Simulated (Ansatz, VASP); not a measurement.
**One calculation of Al, two programs**

```
CELL_PARAMETERS angstrom
-1.59122 1.59122 1.59122
1.59122 -1.59122 1.59122
1.59122 1.59122 -1.59122
ATOMIC_POSITIONS crystal
Al 0.00000 0.00000 0.00000
```

Alike in both runs: functional LDA; k mesh 7 × 7 × 7; occupations fermi-dirac, width 0.05 eV; no spin polarisation.

|  | VASP | Ansatz |
| --- | --- | --- |
| version | VASP 6.6.1 | Ansatz 0.2.0 |
| potentials or method | VASP PAW LDA potentials, release 64 (Al) | Ansatz PAW |
| plane-wave cutoff (eV) | 520 | 420 |
| valence electrons in the cell | 3 | 3 |
| task | single point | band structure |

Ansatz gave:

* gap on the k mesh at the Fermi level (eV): none
* pressure (GPa): 0.0

Question: What did VASP give for the same quantities?

Answer: gap on the k mesh at the Fermi level (eV): none; pressure (GPa): 0.1.

LDA's correlation is that of Perdew and Zunger in VASP and of Perdew and Wang (1992) in Ansatz. A gap of «none» marks a metal or a gap that the smearing closes.

The k mesh is coarse, so the values compare programs but aren't converged.
